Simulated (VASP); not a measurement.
# Na (P6_3/mmc) in VASP: single point with PBE

Aim: the single point of Na with PBE.

Everything below comes from runs of VASP 6.6.1. Logs are shortened: lines on timing, memory, paths and dates and some standing lists are left out, and cuts for length are marked.

### Step 1. The cell of the first run

Symmetry: P6_3/mmc, No. 194, hexagonal system. The conventional cell has a = 3.744 Å, b = 3.744 Å, c = 6.102 Å, α = 90.00°, β = 90.00°, γ = 120.00°. Within 4.9 Å of Na (site symmetry -6m2) lie 12 Na at 3.74 Å.

This isn't the form of Na at room conditions, which is bcc.

### Step 2. Single point, PBE

POSCAR reads:

```
Na
1.0
    3.7442791536      0.0000000000      0.0000000000
   -1.8721395768      3.2426408659      0.0000000000
    0.0000000000      0.0000000000      6.1016453507
Na
2
Direct
    0.3333333333      0.6666666667      0.2500000000
    0.6666666667      0.3333333333      0.7500000000
```

INCAR.step1 reads:

```
  ALGO = Normal
  EDIFF = 1E-7
  ENCUT = 520
  GGA = PE
  ISIF = 2
  ISMEAR = 0
  LASPH = T
  LCHARG = T
  LREAL = F
  LWAVE = F
  NBANDS = 14
  NELM = 100
  PREC = Accurate
  SIGMA = 0.1
```

KPOINTS.step1 reads:

```
k-points
0
Gamma
  15 15 8
```

INCAR.step2 reads:

```
  ALGO = Normal
  EDIFF = 1E-7
  ENCUT = 520
  GGA = PE
  ICHARG = 11
  ISIF = 2
  ISMEAR = -5
  LASPH = T
  LCHARG = F
  LORBIT = 11
  LREAL = F
  LWAVE = F
  NBANDS = 14
  NEDOS = 2001
  NELM = 100
  PREC = Accurate
  SIGMA = 0.1
```

KPOINTS.step2 reads:

```
k-points
0
Gamma
  23 23 12
```

Potentials or basis: VASP PAW PBE potentials, release 64 (Na_pv).

The run is started by

```
$ cat potpaw_PBE.64/Na_pv/POTCAR > POTCAR
$ cp INCAR.step1 INCAR
$ cp KPOINTS.step1 KPOINTS
$ mpirun -np 1 vasp_std > vasp.out
$ cp INCAR.step2 INCAR
$ cp KPOINTS.step2 KPOINTS
$ mpirun -np 1 vasp_std > vasp.out
```

OUTCAR:

```text
EDIFF = 1E-7
   ENCUT = 520
   GGA = PE
   ICHARG = 11
   ISIF = 2
   ISMEAR = -5
   LASPH = T
   LORBIT = 11
   LREAL = F
   NELM = 100
   PREC = Accurate

 ion  position               nearest neighbor table
   1  0.333  0.667  0.250-
   2  0.667  0.333  0.750-

  LATTYP: Found a hexagonal cell.
 ALAT       =     3.7442791536
 C/A-ratio  =     1.6295914648

  Lattice vectors:

 A1 = (   3.7442791536,   0.0000000000,   0.0000000000)
 A2 = (  -1.8721395768,   3.2426408659,   0.0000000000)
 A3 = (   0.0000000000,   0.0000000000,   6.1016453507)

Analysis of symmetry for initial positions (statically):
=====================================================================
 Subroutine PRICEL returns:
 Original cell was already a primitive cell.

 Routine SETGRP: Setting up the symmetry group for a
 hexagonal supercell.

 Subroutine GETGRP returns: Found 24 space group operations
 (whereof 12 operations were pure point group operations)
 out of a pool of 24 trial point group operations.

The static configuration has the point symmetry D_3d.
 The point group associated with its full space group is D_6h.

Analysis of symmetry for dynamics (positions and initial velocities):
=====================================================================
 Subroutine PRICEL returns:
 Original cell was already a primitive cell.

 Routine SETGRP: Setting up the symmetry group for a
 hexagonal supercell.

 Subroutine GETGRP returns: Found 24 space group operations
 (whereof 12 operations were pure point group operations)
 out of a pool of 24 trial point group operations.

The dynamic configuration has the point symmetry D_3d.
 The point group associated with its full space group is D_6h.

 Subroutine INISYM returns: Found 24 space group operations
 (whereof 12 operations are pure point group operations),
 and found     1 'primitive' translations

----------------------------------------------------------------------------------------

                                     Primitive cell

  volume of cell :      74.0822

  direct lattice vectors                    reciprocal lattice vectors
     3.744279154  0.000000000  0.000000000     0.267074104  0.154195306  0.000000000
    -1.872139577  3.242640866  0.000000000     0.000000000  0.308390612  0.000000000
     0.000000000  0.000000000  6.101645351     0.000000000  0.000000000  0.163890220

  length of vectors
     3.744279154  3.744279154  6.101645351     0.308390612  0.308390612  0.163890220

  position of ions in fractional coordinates (direct lattice)
     0.333333333  0.666666667  0.250000000
     0.666666667  0.333333333  0.750000000

  ion indices of the primitive-cell ions
   primitive index   ion index
                 1           1
                 2           2

----------------------------------------------------------------------------------------

 KPOINTS: k-points

Automatic generation of k-mesh.
 Grid dimensions read from file:
 generate k-points for:   23   23   12

 Generating k-lattice:

  Cartesian coordinates                     Fractional coordinates (reciprocal lattice)
     0.011611918  0.006704144  0.000000000     0.043478261  0.000000000  0.000000000
     0.000000000  0.013408287  0.000000000     0.000000000  0.043478261  0.000000000
     0.000000000  0.000000000  0.013657518     0.000000000  0.000000000  0.083333333

  Length of vectors
     0.013408287  0.013408287  0.013657518

  Shift w.r.t. Gamma in fractional coordinates (k-lattice)
     0.000000000  0.000000000  0.000000000

 TETIRR: Found   6486 inequivalent tetrahedra from    38088

 Subroutine IBZKPT returns following result:
 ===========================================

 Found    392 irreducible k-points:

 Following reciprocal coordinates:
            Coordinates               Weight
  0.000000  0.000000  0.000000      1.000000
  0.043478 -0.000000  0.000000      6.000000
  0.086957  0.000000  0.000000      6.000000
  0.130435  0.000000  0.000000      6.000000
  0.173913  0.000000  0.000000      6.000000
  0.217391  0.000000  0.000000      6.000000
[... 16 lines left out ...]
  0.478261  0.043478  0.000000      6.000000
  0.086957  0.086957  0.000000      6.000000
 [... further k-points ...]
   k-points           NKPTS =    392   k-points in BZ     NKDIM =    392   number of bands    NBANDS=     14
   number of dos      NEDOS =   2001   number of ions     NIONS =      2
   total plane-waves  NPLWV =  37632
   dimension x,y,z NGX =    28 NGY =   28 NGZ =   48
   dimension x,y,z NGXF=    56 NGYF=   56 NGZF=   96
   ions per type =               2
   NGX,Y,Z   is equivalent  to a cutoff of  12.43, 12.43, 13.08 a.u.
   NGXF,Y,Z  is equivalent  to a cutoff of  24.86, 24.86, 26.16 a.u.
 SYSTEM =  unknown system
   PREC   = accura    normal or accurate (medium, high low for compatibility)
   ISTART =      0    job   : 0-new  1-cont  2-samecut
   ICHARG =     11    charge: 1-file 2-atom 10-const
   ISPIN  =      1    spin polarized calculation?
   LNONCOLLINEAR =      F non collinear calculations
   LSORBIT =      F    spin-orbit coupling
   LASPH  =      T    aspherical Exc in radial PAW
   ENCUT  =  520.0 eV  38.22 Ry    6.18 a.u.   6.96  6.96 11.35*2*pi/ulx,y,z
   NELM   =    100;   NELMIN=  2; NELMDL=  0     # of ELM steps
   EDIFF  = 0.1E-06   stopping-criterion for ELM
   LREAL  =      F    real-space projection
   EDIFFG = 0.1E-05   stopping-criterion for IOM
   NSW    =      0    number of steps for IOM
   IBRION =     -1    ionic relax: 0-MD 1-quasi-New 2-CG
   NFREE  =      0    steps in history (QN), initial steepest desc. (CG)
   ISIF   =      2    stress and relaxation
   ISYM   =      2    0-nonsym 1-usesym 2-fastsym
   POTIM  = 0.5000    time-step for ionic-motion
   TEBEG  =    0.0;   TEEND  =   0.0 temperature during run
   PSTRESS=    0.0 pullay stress
   NELECT =      14.0000    total number of electrons
   NUPDOWN=      -1.0000    fix difference up-down
   EMIN   =  10.00;   EMAX   =-10.00  energy-range for DOS
   EFERMI =   0.00;   METHOD = LEGACY
   ISMEAR =    -5;   SIGMA  =   0.10  broadening in eV -4-tet -1-fermi 0-gaus
   EFERMI_NEDOS =   21; number of points for ismear=-14 and -15
   IALGO  =     38    algorithm
   IMIX   =      4    mixing-type and parameters
     AMIX     =   0.40;   BMIX     =  1.00
     AMIX_MAG =   1.60;   BMIX_MAG =  1.00
  volume/ion in A,a.u.               =      37.04       249.97
  Fermi-wavevector in a.u.,A,eV,Ry     =   0.939463  1.775327 12.008366  0.882590
  Thomas-Fermi vector in A             =   2.066777
   LORBIT       =     11    0 simple, 1 ext, 2 COOP (PROOUT), +10 PAW based schemes
   GGA     = PE    functional components
   LHFCALC =     F    Hartree Fock is set to
   AEXX    =    0.0000 exact exchange contribution
   IVDW    =     0    specifies the selected vdW correction
   LEPSILON=     F    determine dielectric tensor
   LRPA    =     F    only Hartree local field effects (RPA)
 non-spin polarized calculation
 Fermi weights with tetrahedron method with Bloechl corrections
  energy-cutoff  :      520.00
  volume of cell :       74.08
 maximum number of plane-waves:      2016
 NGX is ok and might be reduce to    28

 number of electron      14.0000001 magnetization

 Free energy of the ion-electron system (eV)
  ---------------------------------------------------
  ext. energy  EPLUGINS =         0.00000000
  ---------------------------------------------------
  free energy    TOTEN  =        -2.62366497 eV

  energy without entropy =       -2.62366497  energy(sigma->0) =       -2.62366497

 E-fermi :   0.3476     XC(G=0):  -6.5037

 val. band max:        0.3383637295   @ k =   0.3478   0.0870   0.5000
 cond. band min:       0.2597448344   @ k =   0.3913   0.0000   0.5000
 fundamental gap:     -0.0786188952
 Fermi energy:         0.3475841028

 k-point     1 :       0.0000    0.0000    0.0000
  band No.  band energies     occupation
      1     -24.5998      2.00000
      2     -24.5697      2.00000
      3     -24.5697      2.00000
      4     -24.5647      2.00000
      5     -24.5647      2.00000
      6     -24.5645      2.00000
      7      -2.9498      2.00000
      8       0.8952      0.00000
      9       1.3043      0.00000
     10      10.2982      0.00000
     11      10.2983      0.00000
     12      10.6615      0.00000
     13      10.6615      0.00000
     14      10.8143      0.00000

 k-point     2 :       0.0435   -0.0000    0.0000
  band No.  band energies     occupation
      1     -24.5996      2.00000
      2     -24.5702      2.00000
      3     -24.5699      2.00000
      4     -24.5652      2.00000
      5     -24.5648      2.00000
      6     -24.5646      2.00000
      7      -2.9218      2.00000
      8       0.9200      0.00000
      9       1.3316      0.00000
     10       9.5408      0.00000
     11       9.9528      0.00000
     12      10.4252      0.00000
     13      11.0402      0.00000
     14      11.3060      0.00000

 k-point     3 :       0.0870    0.0000    0.0000
  band No.  band energies     occupation
      1     -24.5990      2.00000
      2     -24.5716      2.00000
      3     -24.5703      2.00000
      4     -24.5667      2.00000
      5     -24.5651      2.00000
      6     -24.5649      2.00000
      7      -2.8379      2.00000
      8       0.9944      0.00000
      9       1.4133      0.00000
     10       8.5450      0.00000
     11       9.5129      0.00000
     12       9.9353      0.00000
     13      11.5659      0.00000
     14      11.6365      0.00000

 k-point     4 :       0.1304    0.0000    0.0000
  band No.  band energies     occupation
      1     -24.5979      2.00000
      2     -24.5738      2.00000
      3     -24.5710      2.00000
      4     -24.5690      2.00000
      5     -24.5655      2.00000
      6     -24.5653      2.00000
      7      -2.6985      2.00000
      8       1.1184      0.00000
      9       1.5483      0.00000
     10       7.5541      0.00000
     11       9.1068      0.00000
     12       9.4188      0.00000
     13      10.9587      0.00000
     14      11.5732      0.00000

 k-point     5 :       0.1739    0.0000    0.0000
  band No.  band energies     occupation
      1     -24.5965      2.00000
      2     -24.5768      2.00000
      3     -24.5720      2.00000
      4     -24.5719      2.00000
      5     -24.5660      2.00000
      6     -24.5659      2.00000
      7      -2.5038      2.00000
      8       1.2923      0.00000
      9       1.7349      0.00000
     10       6.5954      0.00000
     11       8.7433      0.00000
[... 276 lines left out ...]
 k-point    22 :       0.4348    0.0435    0.0000
  band No.  band energies     occupation
      1     -24.5957      2.00000
      2     -24.5903      2.00000
      3     -24.5847      2.00000
      4     -24.5778      2.00000
      5     -24.5726      2.00000
      6     -24.5698      2.00000
      7       0.0664      2.06743
      8       1.2666      0.00000
      9       3.6687      0.00000
     10       4.2952      0.00000
     11       4.8287      0.00000
     12       5.3395      0.00000
     13       7.1162      0.00000
     14       8.9326      0.00000

 k-point    23 :       0.4783    0.0435    0.0000
  band No.  band energies     occupation
      1     -24.5962      2.00000
      2     -24.5908      2.00000
      3     -24.5842      2.00000
      4     -24.5779      2.00000
      5     -24.5730      2.00000
      6     -24.5699      2.00000
      7       0.5874     -0.16851
      8       0.7048      0.00000
      9       4.2107      0.00000
     10       4.2351      0.00000
     11       4.7197      0.00000
     12       4.8918      0.00000
     13       7.0730      0.00000
     14       8.8982      0.00000

 k-point    24 :       0.0870    0.0870    0.0000
  band No.  band energies     occupation
      1     -24.5973      2.00000
      2     -24.5748      2.00000
      3     -24.5724      2.00000
      4     -24.5695      2.00000
      5     -24.5659      2.00000
      6     -24.5655      2.00000
      7      -2.6150      2.00000
      8       1.1929      0.00000
      9       1.6287      0.00000
     10       7.4477      0.00000
     11       7.8540      0.00000
     12      10.6863      0.00000
     13      10.8907      0.00000
     14      10.9137      0.00000

 [... further k-points ...]

------------------------ aborting loop because EDIFF is reached ----------------------------------------

  FORCE on cell =-STRESS in cart. coord.  units (eV):
  Direction    XX          YY          ZZ          XY          YZ          ZX
  --------------------------------------------------------------------------------------
  -------------------------------------------------------------------------------------
  Total       -0.0029603     -0.0029603      0.0032395      0.0000000     -0.0000000      0.0000000
  in kB       -0.0640228     -0.0640228      0.0700601      0.0000000     -0.0000000      0.0000000
  external PRESSURE =      -0.0193285 kB  Pullay stress =       0.0000000 kB

 VOLUME and BASIS-vectors are now :
 -----------------------------------------------------------------------------
  energy-cutoff  :      520.00
  volume of cell :       74.08
      direct lattice vectors                 reciprocal lattice vectors
     3.744279154  0.000000000  0.000000000     0.267074104  0.154195306  0.000000000
    -1.872139577  3.242640866  0.000000000     0.000000000  0.308390612  0.000000000
     0.000000000  0.000000000  6.101645351     0.000000000  0.000000000  0.163890220

 POSITION                                       TOTAL-FORCE (eV/Angst)
 -----------------------------------------------------------------------------------
     -0.00000      2.16176      1.52541        -0.000000      0.000000     -0.000000
      1.87214      1.08088      4.57623         0.000000      0.000000      0.000000
 -----------------------------------------------------------------------------------
    total drift:                               -0.000000      0.000000     -0.000000

  FREE ENERGIE OF THE ION-ELECTRON SYSTEM (eV)
  ---------------------------------------------------
  free  energy   TOTEN  =        -2.6236649710 eV

  energy  without entropy=       -2.6236649710  energy(sigma->0) =       -2.62366497

 total charge

# of ion       s       p       d       tot
------------------------------------------
    1        0.099   5.964   0.000   6.062
    2        0.099   5.964   0.000   6.062
--------------------------------------------------
tot          0.197  11.927   0.000  12.125
```

It took 3.8 min on 1 thread of Intel Xeon Platinum 8259CL at 2.50GHz (Skylake/Cascade Lake), shared host; peak memory 0.4 GiB.

Results:

- Valence electrons inside the program's atomic spheres: Na 6.06
